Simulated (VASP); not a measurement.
Set up this calculation in VASP 6.6.1, as the native input.

```yaml
Task: single point
Functional: r2SCAN
Potentials_or_basis: VASP PAW PBE potentials, release 64 (Ca_sv, B)
Cutoff: 520 eV
k_mesh: 8 × 8 × 8
Occupations: gaussian, width 0.01 eV
Spin: no spin polarisation
Dipole_correction: no
Further_INCAR_settings: ALGO = Normal; EDIFF = 1e-06; NBANDS = 23
```

CaB6:

```
Ca B
1.0
     4.13667    0.00000    0.00000
     0.00000    4.13667    0.00000
     0.00000    0.00000    4.13667
Ca B
1 6
Direct
  0.50000 0.50000 0.50000
  0.00000 0.00000 0.29809
  0.00000 0.00000 0.70191
  0.29809 0.00000 0.00000
  0.70191 0.00000 0.00000
  0.00000 0.29809 0.00000
  0.00000 0.70191 0.00000
```

These files were run (other wordings do the same):

POSCAR

```
CaB6
1.0
    4.1366658562      0.0000000000      0.0000000000
    0.0000000000      4.1366658562      0.0000000000
    0.0000000000      0.0000000000      4.1366658562
Ca B
1 6
Direct
    0.5000000000      0.5000000000      0.5000000000
    0.0000000000      0.0000000000      0.2980895247
    0.0000000000      0.0000000000      0.7019104753
    0.2980895247      0.0000000000      0.0000000000
    0.7019104753      0.0000000000      0.0000000000
    0.0000000000      0.2980895247      0.0000000000
    0.0000000000      0.7019104753      0.0000000000
```

INCAR.step1

```
SYSTEM = CaB6
  PREC = Accurate
  ENCUT = 520
  ISMEAR = 0
  SIGMA = 0.01
  LREAL = .FALSE.
  LASPH = .TRUE.
  NELM = 100
  NBANDS = 23
  GGA = PE
  ALGO = Normal
  EDIFF = 1E-4
  LWAVE = .TRUE.
  LCHARG = .FALSE.
```

INCAR.step2

```
SYSTEM = CaB6
  PREC = Accurate
  ENCUT = 520
  EDIFF = 1E-6
  ISMEAR = 0
  SIGMA = 0.01
  LREAL = .FALSE.
  LASPH = .TRUE.
  NELM = 100
  ALGO = Normal
  ISIF = 2
  LWAVE = .FALSE.
  LCHARG = .TRUE.
  METAGGA = R2SCAN
  LMIXTAU = .TRUE.
  LELF = .TRUE.
  LVHAR = .TRUE.
  NBANDS = 23
  ISTART = 1
```

KPOINTS

```
regular mesh
0
G
  8 8 8
  0 0 0
```

Potentials or basis: VASP PAW PBE potentials, release 64 (Ca_sv, B).

Run with:

```sh
$ cat potpaw_PBE.64/Ca_sv/POTCAR potpaw_PBE.64/B/POTCAR > POTCAR
$ cp INCAR.step1 INCAR
$ mpirun -np 1 vasp_std > vasp.out
$ cp INCAR.step2 INCAR
$ mpirun -np 1 vasp_std > vasp.out
```

Results of the run:

```json
{
 "Pressure": "0.3 GPa",
 "Largest force": "0.027 eV/Å",
 "Band gap on the k mesh": "0.07 eV"
}
```

Caveat: the PAW data sets were made with another functional, which shifts forces and pressure a little.

Wall time 120 s on 1 thread of Intel Xeon 8259CL, with other jobs on the host, peak memory 0.21 GiB.
